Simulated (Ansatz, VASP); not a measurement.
Si2Sn in VASP and in Ansatz

```
CELL_PARAMETERS angstrom
3.86299 0.00000 0.00000
0.00000 3.86299 0.00000
0.00000 0.00000 4.85349
ATOMIC_POSITIONS crystal
Si 0.50000 0.50000 0.00000
Si 0.50000 0.50000 0.50000
Sn 0.00000 0.00000 0.50000
```

Alike in both runs: task relaxation of cell and atoms; functional PBE; k mesh 12 × 12 × 10; occupations gaussian, width 0.1 eV; no spin polarisation.

|  | VASP | Ansatz |
| --- | --- | --- |
| version | VASP 6.6.1 | Ansatz 0.2.0 |
| potentials or method | VASP PAW PBE potentials, release 64 (Si, Sn_d), cutoff 600 eV | scalar-relativistic, plane waves, PAW |
| valence electrons in the cell | 22 | 22 |

Ansatz gave:

```
gap on the k mesh at the Fermi level, each at its own relaxed structure (eV) : none
relaxed volume (Å³/atom)                                                     : 23.90
relaxed cell length with the largest relative difference (Å)                 : 3.888
```

Task: Estimate VASP's values.

Result: gap on the k mesh at the Fermi level, each at its own relaxed structure (eV): none; relaxed volume (Å³/atom): 23.88; relaxed cell length with the largest relative difference (Å): 3.887.

A gap of «none» marks a metal or a gap that the smearing closes.
